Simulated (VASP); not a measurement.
# Li2Se3 (P-3m1) in VASP: further runs, part 2 of 2

VASP 6.6.1. Earlier steps stand in the parts before.

### 3 Single point, PBE

This run uses another cell than the first one, of 21.72 Å³/atom, 1.082 times its volume.

File INCAR:

```
SYSTEM = Li2Se3
ALGO = Normal
EDIFF = 1E-7
ENCUT = 520
GGA = PE
ISIF = 2
ISMEAR = 0
LASPH = .TRUE.
LCHARG = .FALSE.
LREAL = .FALSE.
LWAVE = .FALSE.
NBANDS = 20
NELM = 60
PREC = Accurate
SIGMA = 0.1
```

File KPOINTS:

```
k-points
0
G
  6 6 4
  0 0 0
```

File POSCAR:

```
Li2Se3
1.0
    4.2977392068      0.0000000000      0.0000000000
   -2.1488696034      3.7219513320      0.0000000000
    0.0000000000      0.0000000000      6.7887917930
Li Se
2 3
Direct
    0.3333333333      0.6666666667      0.1190796741
    0.6666666667      0.3333333333      0.8809203259
    0.0000000000      0.0000000000      0.0000000000
    0.3333333333      0.6666666667      0.5543365572
    0.6666666667      0.3333333333      0.4456634428
```

Potentials or basis: VASP PAW PBE potentials, release 64 (Li_sv, Se).

Run with:

```
cat potpaw_PBE.64/Li_sv/POTCAR potpaw_PBE.64/Se/POTCAR > POTCAR
mpirun -np 1 vasp_std > vasp.out
```

OUTCAR:

```text
SYSTEM = Li2Se3
   EDIFF = 1E-7
   ENCUT = 520
   GGA = PE
   ISIF = 2
   ISMEAR = 0
   LASPH = .TRUE.
   LREAL = .FALSE.
   NELM = 60
   PREC = Accurate

 ion  position               nearest neighbor table
   1  0.333  0.667  0.119-   3 2.61   3 2.61   3 2.61
   2  0.667  0.333  0.881-   3 2.61   3 2.61   3 2.61
   3  0.000  0.000  0.000-   1 2.61   2 2.61   2 2.61   1 2.61   2 2.61   1 2.61
   4  0.333  0.667  0.554-   5 2.59   5 2.59   5 2.59
   5  0.667  0.333  0.446-   4 2.59   4 2.59   4 2.59

  LATTYP: Found a hexagonal cell.
 ALAT       =     4.2977392068
 C/A-ratio  =     1.5796192990

  Lattice vectors:

 A1 = (   4.2977392068,   0.0000000000,   0.0000000000)
 A2 = (  -2.1488696034,   3.7219513320,   0.0000000000)
 A3 = (   0.0000000000,   0.0000000000,   6.7887917930)

Analysis of symmetry for initial positions (statically):
=====================================================================
 Subroutine PRICEL returns:
 Original cell was already a primitive cell.

 Routine SETGRP: Setting up the symmetry group for a
 hexagonal supercell.

 Subroutine GETGRP returns: Found 12 space group operations
 (whereof 12 operations were pure point group operations)
 out of a pool of 24 trial point group operations.

The static configuration has the point symmetry D_3d.

Analysis of symmetry for dynamics (positions and initial velocities):
=====================================================================
 Subroutine PRICEL returns:
 Original cell was already a primitive cell.

 Routine SETGRP: Setting up the symmetry group for a
 hexagonal supercell.

 Subroutine GETGRP returns: Found 12 space group operations
 (whereof 12 operations were pure point group operations)
 out of a pool of 24 trial point group operations.

[... 121 lines left out ...]
   EFERMI_NEDOS =   21; number of points for ismear=-14 and -15
   IALGO  =     38    algorithm
   IMIX   =      4    mixing-type and parameters
     AMIX     =   0.40;   BMIX     =  1.00
     AMIX_MAG =   1.60;   BMIX_MAG =  1.00
  volume/ion in A,a.u.               =      21.72       146.56
  Fermi-wavevector in a.u.,A,eV,Ry     =   0.989793  1.870437 13.329481  0.979689
  Thomas-Fermi vector in A             =   2.121417
   LORBIT       =      0    0 simple, 1 ext, 2 COOP (PROOUT), +10 PAW based schemes
   GGA     = PE    functional components
   LHFCALC =     F    Hartree Fock is set to
   AEXX    =    0.0000 exact exchange contribution
   IVDW    =     0    specifies the selected vdW correction
   LEPSILON=     F    determine dielectric tensor
   LRPA    =     F    only Hartree local field effects (RPA)
 non-spin polarized calculation
 Gauss-broadening in eV      SIGMA  =   0.10
  energy-cutoff  :      520.00
  volume of cell :      108.59
 maximum number of plane-waves:      2946
   NGX = 15   NGY = 15   NGZ = 25

 number of electron      23.9999995 magnetization

 Free energy of the ion-electron system (eV)
  ---------------------------------------------------
  ext. energy  EPLUGINS =         0.00000000
  ---------------------------------------------------
  free energy    TOTEN  =       -17.17846833 eV

  energy without entropy =      -17.17464813  energy(sigma->0) =      -17.17655823

 E-fermi :   2.3577     XC(G=0):  -8.6530

 val. band max:        2.2996270848   @ k =   0.0000   0.0000   0.5000
 cond. band min:       2.3607471775   @ k =   0.0000   0.0000   0.0000
 fundamental gap:      0.0611200926
 Fermi energy:         2.3577286577

 k-point     1 :       0.0000    0.0000    0.0000
  band No.  band energies     occupation
      1     -43.1224      2.00000
      2     -43.1089      2.00000
      3     -13.3409      2.00000
      4      -8.9889      2.00000
      5      -8.2397      2.00000
      6      -2.2156      2.00000
[... 541 lines left out ...]
     19      10.3807      0.00000
     20      10.3807      0.00000

------------------------ aborting loop because EDIFF is reached ----------------------------------------

  FORCE on cell =-STRESS in cart. coord.  units (eV):
  Direction    XX          YY          ZZ          XY          YZ          ZX
  --------------------------------------------------------------------------------------
  -------------------------------------------------------------------------------------
  Total       -0.0213295     -0.0213295     -0.0137080      0.0000000      0.0000000     -0.0000000
  in kB       -0.3146938     -0.3146938     -0.2022461      0.0000000      0.0000000     -0.0000000
  external PRESSURE =      -0.2772112 kB  Pullay stress =       0.0000000 kB

 VOLUME and BASIS-vectors are now :
 -----------------------------------------------------------------------------
  energy-cutoff  :      520.00
  volume of cell :      108.59
      direct lattice vectors                 reciprocal lattice vectors
     4.297739207  0.000000000  0.000000000     0.232680475  0.134338135  0.000000000
    -2.148869603  3.721951332  0.000000000     0.000000000  0.268676270  0.000000000
     0.000000000  0.000000000  6.788791793     0.000000000  0.000000000  0.147301616

 POSITION                                       TOTAL-FORCE (eV/Angst)
 -----------------------------------------------------------------------------------
     -0.00000      2.48130      0.80841        -0.000000      0.000000     -0.009051
      2.14887      1.24065      5.98038         0.000000     -0.000000      0.009051
      0.00000      0.00000      0.00000         0.000000      0.000000     -0.000000
     -0.00000      2.48130      3.76328         0.000000     -0.000000     -0.034077
      2.14887      1.24065      3.02552         0.000000      0.000000      0.034077
 -----------------------------------------------------------------------------------
    total drift:                               -0.000000      0.000000      0.000000

  FREE ENERGIE OF THE ION-ELECTRON SYSTEM (eV)
  ---------------------------------------------------
  free  energy   TOTEN  =       -17.1784683329 eV

  energy  without entropy=      -17.1746481255  energy(sigma->0) =      -17.17655823
```

stdout:

```text
POSCAR found type information on POSCAR LiSe
 POSCAR found :  2 types and       5 ions
 scaLAPACK will be used
 LDA part: xc-table for (Slater+PW92), standard interpolation
 POSCAR, INCAR and KPOINTS ok, starting setup
 FFT: planning ... GRIDC
 FFT: planning ... GRID_SOFT
 FFT: planning ... GRID
 WAVECAR not read
 entering main loop
```

Run time: 26 s. Hardware: 1 thread of Intel Xeon 6975P-C (Granite Rapids), shared host; peak memory 0.22 GiB.

What came out:

* Free energy: -17.1785 eV
* Largest force: 0.034 eV/Å
* Band gap on the k mesh: zero (band 12 reaches 2.63 eV, above the bottom of band 13 at 2.11 eV)

Forces on the atoms (eV/Å):
```
Li   0.000  0.000 -0.009
Li   0.000  0.000  0.009
Se   0.000  0.000  0.000
Se   0.000  0.000 -0.034
Se   0.000  0.000  0.034
```

Caveat: the cutoff is under 1.25 times the usual one of these potentials, so pressure, stress and relaxed cells hold a basis-set (Pulay) error.
